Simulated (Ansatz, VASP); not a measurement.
## Two plane-wave programs on ZnF2

```
CELL_PARAMETERS angstrom
4.67224 0.00000 0.00000
0.00000 4.67224 0.00000
0.00000 0.00000 3.10813
ATOMIC_POSITIONS crystal
Zn 0.00000 0.00000 0.00000
Zn 0.50000 0.50000 0.50000
F 0.30321 0.30321 0.00000
F 0.19679 0.80321 0.50000
F 0.69679 0.69679 0.00000
F 0.80321 0.19679 0.50000
```

Alike in both runs: task relaxation of the atoms; functional r2SCAN; k mesh 6 × 6 × 10; occupations fermi-dirac, width 0.02 eV; no spin polarisation.

```csv
,VASP,Ansatz
version,VASP 6.6.1,Ansatz 0.2.0
potentials or method,"VASP PAW PBE potentials, release 64 (Zn, F), cutoff 580 eV",PAW plane waves
valence electrons in the cell,52,52
```

Ansatz gave:

* gap on the k mesh at the Fermi level, each at its own relaxed structure (eV): 4.29

Task: Which values does VASP return?

Result: gap on the k mesh at the Fermi level, each at its own relaxed structure (eV): 4.23.

VASP's potentials were made for PBE, not for r2SCAN. Ansatz's warnings: stress scf threshold loose.
